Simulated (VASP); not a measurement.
# SiO2 (Fm-3m) in VASP: notebook

The runs below take SiO2 through single point, with PBE.

All numbers are computed with VASP 6.6.1; they aren't measurements. Logs are shortened: lines on timing, memory, paths and dates and some standing lists are left out, and cuts for length are marked.

## Step 1: The cell of the first run

Symmetry: Fm-3m, No. 225, cubic system. Conventional cell: a = 4.391 Å, b = 4.391 Å, c = 4.391 Å, α = 90.00°, β = 90.00°, γ = 90.00°. Within 2.5 Å of Si (site symmetry m-3m) lie 8 O at 1.90 Å. O (site symmetry -43m) has 4 Si at 1.90 Å and 6 O at 2.20 Å within 2.5 Å.

## Step 2: Single point, PBE

The input, INCAR:

```
SYSTEM = SiO2
PREC = Accurate
ENCUT = 600
EDIFF = 1E-6
ISMEAR = 0
SIGMA = 0.01
LREAL = .FALSE.
LASPH = .TRUE.
NELM = 120
ALGO = Normal
ISIF = 2
LWAVE = .FALSE.
LCHARG = .FALSE.
GGA = PE
NBANDS = 15
GGA_COMPAT = .FALSE.
```

The input, KPOINTS:

```
regular mesh
0
G
  4 4 4
  0 0 0
```

The input, POSCAR:

```
SiO2
1.0
    0.0000000000      2.1953750000      2.1953750000
    2.1953750000      0.0000000000      2.1953750000
    2.1953750000      2.1953750000      0.0000000000
Si O
1 2
Direct
    0.0000000000      0.0000000000      0.0000000000
    0.2500000000      0.2500000000      0.2500000000
    0.7500000000      0.7500000000      0.7500000000
```

Potentials or basis: VASP PAW PBE potentials, release 64 (Si, O).

The run is started by

```
> cat potpaw_PBE.64/Si/POTCAR potpaw_PBE.64/O/POTCAR > POTCAR
> mpirun -np 1 vasp_std > vasp.out
```

OUTCAR:

```text
SYSTEM = SiO2
   PREC = Accurate
   ENCUT = 600
   EDIFF = 1E-6
   ISMEAR = 0
   LREAL = .FALSE.
   LASPH = .TRUE.
   NELM = 120
   ISIF = 2
   GGA = PE

 ion  position               nearest neighbor table
   1  0.000  0.000  0.000-   3 1.90   3 1.90   3 1.90   2 1.90   2 1.90   2 1.90   3 1.90   2 1.90

   2  0.250  0.250  0.250-   1 1.90   1 1.90   1 1.90   1 1.90
   3  0.750  0.750  0.750-   1 1.90   1 1.90   1 1.90   1 1.90

  LATTYP: Found a face centered cubic cell.
 ALAT       =     4.3907500000

  Lattice vectors:

 A1 = (   0.0000000000,   2.1953750000,   2.1953750000)
 A2 = (   2.1953750000,   0.0000000000,   2.1953750000)
 A3 = (   2.1953750000,   2.1953750000,   0.0000000000)

Analysis of symmetry for initial positions (statically):
=====================================================================
 Subroutine PRICEL returns:
 Original cell was already a primitive cell.

 Routine SETGRP: Setting up the symmetry group for a
 face centered cubic supercell.

 Subroutine GETGRP returns: Found 48 space group operations
 (whereof 48 operations were pure point group operations)
 out of a pool of 48 trial point group operations.

The static configuration has the point symmetry O_h .

Analysis of symmetry for dynamics (positions and initial velocities):
=====================================================================
 Subroutine PRICEL returns:
 Original cell was already a primitive cell.

 Routine SETGRP: Setting up the symmetry group for a
 face centered cubic supercell.

 Subroutine GETGRP returns: Found 48 space group operations
 (whereof 48 operations were pure point group operations)
 out of a pool of 48 trial point group operations.

The dynamic configuration has the point symmetry O_h .

 Subroutine INISYM returns: Found 48 space group operations
 (whereof 48 operations are pure point group operations),
 and found     1 'primitive' translations

----------------------------------------------------------------------------------------

                                     Primitive cell

  volume of cell :      21.1620

  direct lattice vectors                    reciprocal lattice vectors
     0.000000000  2.195375000  2.195375000    -0.227751523  0.227751523  0.227751523
     2.195375000  0.000000000  2.195375000     0.227751523 -0.227751523  0.227751523
     2.195375000  2.195375000  0.000000000     0.227751523  0.227751523 -0.227751523

  length of vectors
     3.104729099  3.104729099  3.104729099     0.394477209  0.394477209  0.394477209

[... 77 lines left out ...]
   NUPDOWN=      -1.0000    fix difference up-down
   EMIN   =  10.00;   EMAX   =-10.00  energy-range for DOS
   EFERMI =   0.00;   METHOD = LEGACY
   ISMEAR =     0;   SIGMA  =   0.01  broadening in eV -4-tet -1-fermi 0-gaus
   EFERMI_NEDOS =   21; number of points for ismear=-14 and -15
   IALGO  =     38    algorithm
   IMIX   =      4    mixing-type and parameters
     AMIX     =   0.40;   BMIX     =  1.00
     AMIX_MAG =   1.60;   BMIX_MAG =  1.00
  volume/ion in A,a.u.               =       7.05        47.60
  Fermi-wavevector in a.u.,A,eV,Ry     =   1.491407  2.818350 30.263360  2.224294
  Thomas-Fermi vector in A             =   2.604066
   LORBIT       =      0    0 simple, 1 ext, 2 COOP (PROOUT), +10 PAW based schemes
   GGA     = PE    functional components
   LHFCALC =     F    Hartree Fock is set to
   AEXX    =    0.0000 exact exchange contribution
   IVDW    =     0    specifies the selected vdW correction
   LEPSILON=     F    determine dielectric tensor
   LRPA    =     F    only Hartree local field effects (RPA)
 non-spin polarized calculation
 Gauss-broadening in eV      SIGMA  =   0.01
  energy-cutoff  :      600.00
  volume of cell :       21.16
 maximum number of plane-waves:       725
 NGX is ok and might be reduce to    28
   NGX = 13   NGY = 13   NGZ = 13

 number of electron      16.0000000 magnetization

 Free energy of the ion-electron system (eV)
  ---------------------------------------------------
  ext. energy  EPLUGINS =         0.00000000
  ---------------------------------------------------
  free energy    TOTEN  =       -19.56224981 eV

  energy without entropy =      -19.56224981  energy(sigma->0) =      -19.56224981

 E-fermi :  11.2760     XC(G=0): -12.8956

 val. band max:       11.2036311596   @ k =   0.5000   0.5000   0.0000
 cond. band min:      13.3298704857   @ k =   0.5000   0.5000   0.0000
 fundamental gap:      2.1262393261
 Fermi energy:        11.2759865540

 k-point     1 :       0.0000    0.0000    0.0000
  band No.  band energies     occupation
      1     -13.0157      2.00000
      2      -4.9754      2.00000
      3       4.6402      2.00000
      4       4.6402      2.00000
      5       4.6402      2.00000
      6       8.7011      2.00000
      7       8.7011      2.00000
      8       8.7011      2.00000
      9      14.7706      0.00000
     10      17.3384      0.00000
     11      17.3384      0.00000
     12      17.3384      0.00000
     13      23.6711      0.00000
     14      23.6711      0.00000
[... 113 lines left out ...]
      2      -8.7770      2.00000
      3      -0.5152      2.00000
      4       0.9059      2.00000
      5       5.8034      2.00000
      6       5.8034      2.00000
      7      10.3702      2.00000
      8      10.8509      2.00000
      9      16.7553      0.00000
     10      19.2888      0.00000
     11      23.1247      0.00000
     12      23.1247      0.00000
     13      25.1899      0.00000
     14      27.8612      0.00000
     15      31.3840      0.00000

------------------------ aborting loop because EDIFF is reached ----------------------------------------

  FORCE on cell =-STRESS in cart. coord.  units (eV):
  Direction    XX          YY          ZZ          XY          YZ          ZX
  --------------------------------------------------------------------------------------
  -------------------------------------------------------------------------------------
  Total        5.8895454      5.8895454      5.8895454      0.0000000      0.0000000     -0.0000000
  in kB      445.8987118    445.8987118    445.8987118      0.0000000      0.0000000     -0.0000000
  external PRESSURE =     445.8987118 kB  Pullay stress =       0.0000000 kB

 VOLUME and BASIS-vectors are now :
 -----------------------------------------------------------------------------
  energy-cutoff  :      600.00
  volume of cell :       21.16
      direct lattice vectors                 reciprocal lattice vectors
     0.000000000  2.195375000  2.195375000    -0.227751523  0.227751523  0.227751523
     2.195375000  0.000000000  2.195375000     0.227751523 -0.227751523  0.227751523
     2.195375000  2.195375000  0.000000000     0.227751523  0.227751523 -0.227751523

 POSITION                                       TOTAL-FORCE (eV/Angst)
 -----------------------------------------------------------------------------------
      0.00000      0.00000      0.00000         0.000000     -0.000000      0.000000
      1.09769      1.09769      1.09769        -0.000000     -0.000000     -0.000000
      3.29306      3.29306      3.29306         0.000000      0.000000      0.000000
 -----------------------------------------------------------------------------------
    total drift:                                0.000000      0.000000      0.000000

  FREE ENERGIE OF THE ION-ELECTRON SYSTEM (eV)
  ---------------------------------------------------
  free  energy   TOTEN  =       -19.5622498061 eV

  energy  without entropy=      -19.5622498061  energy(sigma->0) =      -19.56224981
```

OSZICAR:

```text
N       E                     dE             d eps       ncg     rms          rms(c)
DAV:   1     0.598427814384E+02    0.59843E+02   -0.95844E+03   240   0.116E+03
DAV:   2    -0.201940596603E+02   -0.80037E+02   -0.74119E+02   324   0.238E+02
DAV:   3    -0.224389297967E+02   -0.22449E+01   -0.22397E+01   268   0.390E+01
DAV:   4    -0.224455720651E+02   -0.66423E-02   -0.66420E-02   317   0.253E+00
DAV:   5    -0.224456061397E+02   -0.34075E-04   -0.34074E-04   261   0.173E-01    0.120E+01
DAV:   6    -0.195726568772E+02    0.28729E+01   -0.52938E+00   247   0.218E+01    0.471E+00
DAV:   7    -0.195616101110E+02    0.11047E-01   -0.32032E-01   282   0.477E+00    0.183E+00
DAV:   8    -0.195604074013E+02    0.12027E-02   -0.12510E-02   240   0.127E+00    0.549E-01
DAV:   9    -0.195620102438E+02   -0.16028E-02   -0.30055E-03   254   0.543E-01    0.171E-01
DAV:  10    -0.195622577362E+02   -0.24749E-03   -0.42676E-04   254   0.160E-01    0.274E-02
DAV:  11    -0.195622479706E+02    0.97656E-05   -0.24797E-05   303   0.451E-02    0.532E-03
DAV:  12    -0.195622497573E+02   -0.17867E-05   -0.30247E-06   240   0.141E-02    0.262E-03
DAV:  13    -0.195622498061E+02   -0.48775E-07   -0.38582E-08   197   0.159E-03
   1 F= -.19562250E+02 E0= -.19562250E+02  d E =-.484991E-26
```

Wall time 4.8 s (1 thread of Intel Xeon Platinum 8488C (Sapphire Rapids), shared host); peak memory 0.14 GiB.

What came out:

* Free energy: -19.5622 eV
* Pressure: 44.6 GPa
* Band gap on the k mesh: 2.13 eV, direct

Levels at points of the mesh, in eV from the valence-band top:
| k point | band 6 | band 7 | band 8 | band 9 | band 10 | band 11 |
| --- | --- | --- | --- | --- | --- | --- |
| (0.00, 0.00, 0.00) | -2.50 | -2.50 | -2.50 | 3.57 | 6.13 | 6.13 |
| (0.50, 0.00, 0.00) | -5.50 | -5.13 | -5.13 | 7.10 | 10.43 | 10.93 |
| (0.50, 0.50, 0.00) | -1.14 | -1.14 | 0.00 | 2.13 | 9.37 | 12.01 |

Caveat: the k points lie up to 0.62 Å⁻¹ apart.

## Step 3: Single point, PBE

This run uses another cell than the first one, of 7.48 Å³/atom, 1.060 times its volume.

The input, INCAR:

```
PREC     = Accurate       # precision mode
ENCUT    = 600            # plane-wave cutoff, eV
EDIFF    = 1E-6           # SCF threshold, eV
ISMEAR   = 0              # smearing method
SIGMA    = 0.01           # smearing width, eV
LREAL    = F              # projectors in reciprocal space
LASPH    = T              # aspherical terms in the spheres
NELM     = 120            # most SCF steps
ALGO     = Normal         # electronic algorithm
ISIF     = 2              # what is computed and relaxed
LWAVE    = F              # write WAVECAR
LCHARG   = F              # write CHGCAR
GGA      = PE             # functional
NBANDS   = 15             # bands
GGA_COMPAT= F
```

The input, KPOINTS:

```
regular mesh
0
Gamma
  4 4 4
```

The input, POSCAR:

```
SiO2
1.0
    0.0000000000      2.2384325000      2.2384325000
    2.2384325000      0.0000000000      2.2384325000
    2.2384325000      2.2384325000      0.0000000000
Si O
1 2
Direct
    0.0000000000      0.0000000000      0.0000000000
    0.2500000000      0.2500000000      0.2500000000
    0.7500000000      0.7500000000      0.7500000000
```

Potentials or basis: VASP PAW PBE potentials, release 64 (Si, O).

The run is started by

```
> cat potpaw_PBE.64/Si/POTCAR potpaw_PBE.64/O/POTCAR > POTCAR
> mpirun -np 1 vasp_std > vasp.out
```

Wall time 4.6 s (1 thread of Intel Xeon Platinum 8488C (Sapphire Rapids), shared host); peak memory 0.14 GiB.

The run converged. Its results:

| Property | Result |
| --- | --- |
| Free energy | -19.8243 eV |
| Pressure | 21.2 GPa |
| Band gap on the k mesh | 2.09 eV, direct |

Levels at points of the mesh, in eV from the valence-band top:
| k point | band 5 | band 6 | band 7 | band 8 | band 9 | band 10 | band 11 | band 12 |
| --- | --- | --- | --- | --- | --- | --- | --- | --- |
| (0.00, 0.00, 0.00) | -6.10 | -2.36 | -2.36 | -2.36 | 2.70 | 6.02 | 6.02 | 6.02 |
| (0.50, 0.00, 0.00) | -5.48 | -5.26 | -4.74 | -4.74 | 6.43 | 10.07 | 10.40 | 10.40 |
| (0.50, 0.50, 0.00) | -8.51 | -1.05 | -1.05 | 0.00 | 2.09 | 8.65 | 11.51 | 13.22 |

Caveat: the k points lie up to 0.61 Å⁻¹ apart. As with any semilocal functional, this PBE gap is likely too small.
